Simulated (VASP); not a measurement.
Input of a VASP 6.6.1 run:

INCAR

```
SYSTEM = Cu
  PREC = Accurate
  ENCUT = 520
  EDIFF = 1E-6
  ISMEAR = -1
  SIGMA = 0.1
  LREAL = .False.
  LASPH = .True.
  NELM = 80
  ALGO = Normal
  ISIF = 2
  LWAVE = .False.
  LCHARG = .False.
  LDIPOL = .True.
  IDIPOL = 3
  DIPOL = 0.5 0.5 0.500
  GGA = PS
  NBANDS = 36
```

File KPOINTS:

```
regular mesh
0
Gamma
  18 18 1
  0 0 0
```

File POSCAR:

```
Cu
1.0
    2.5195991541      0.0000000000      0.0000000000
   -1.2597995771      2.1820368748      0.0000000000
    0.0000000000      0.0000000000     21.1759000000
Cu
5
Direct
    0.8333333333      0.1666666667      0.3069524635
    0.1666666667      0.8333333333      0.4032534553
    0.5000000000      0.5000000000      0.4999999897
    0.8333333333      0.1666666667      0.5967465345
    0.1666666667      0.8333333333      0.6930475365
```

Potentials or basis: VASP PAW PBE potentials, release 64 (Cu).

Run with:

```console
$ cat potpaw_PBE.64/Cu/POTCAR > POTCAR
$ mpirun -np 1 vasp_std > vasp.out
```

(1) Estimate the largest force.

(2) Estimate the band gap on the k mesh.

Answers

(1) 0.027 eV/Å.

(2) zero (an odd number of electrons rules out a gap without spin polarisation).

Caveat: the PAW data sets were made with another functional, which shifts forces and pressure a little.
